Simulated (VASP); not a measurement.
A run of VASP 6.6.1:

The input INCAR:

```
AGGAC    = 1.0          
AGGAX    = 1.0          
ALDAC    = 0.0          
ALDAX    = 1.0          
ALGO     = Normal         # electronic algorithm
EDIFF    = 1E-6           # SCF threshold, eV
ENCUT    = 520            # plane-wave cutoff, eV
GGA      = B5             # functional
ISIF     = 2              # what is computed and relaxed
ISMEAR   = -1             # smearing method
ISPIN    = 2              # spin polarisation
LASPH    = True           # aspherical terms in the spheres
LCHARG   = False          # write CHGCAR
LMAXMIX  = 4              # l up to which the mixer works
LORBIT   = 11             # projections on sites
LREAL    = False          # projectors in reciprocal space
LWAVE    = False          # write WAVECAR
MAGMOM   = 4 0            # initial moments
NBANDS   = 20             # bands
NELM     = 150            # most SCF steps
PREC     = Accurate       # precision mode
SIGMA    = 0.05           # smearing width, eV
```

The input KPOINTS:

```
k-points
0
Gamma
  10 10 10
```

POSCAR

```
MnO
1.0
    0.0000000000      2.2496294667      2.2496294667
    2.2496294667      0.0000000000      2.2496294667
    2.2496294667      2.2496294667      0.0000000000
Mn O
1 1
Direct
    0.0000000000      0.0000000000      0.0000000000
    0.5000000000      0.5000000000      0.5000000000
```

Potentials or basis: VASP PAW PBE potentials, release 64 (Mn_pv, O).

The run is started by

```bash
$ cat potpaw_PBE.64/Mn_pv/POTCAR potpaw_PBE.64/O/POTCAR > POTCAR
$ mpirun -np 1 vasp_std > vasp.out
```

Hardware: 1 thread of Intel(R) Xeon(R) 6975P-C (Granite Rapids), with other jobs on the host.

How long does it take, and how much memory?

Wall time 18 s on 1 thread of Intel(R) Xeon(R) 6975P-C (Granite Rapids), with other jobs on the host, peak memory 0.16 GiB. Counts: scf iterations 15, k points 47.
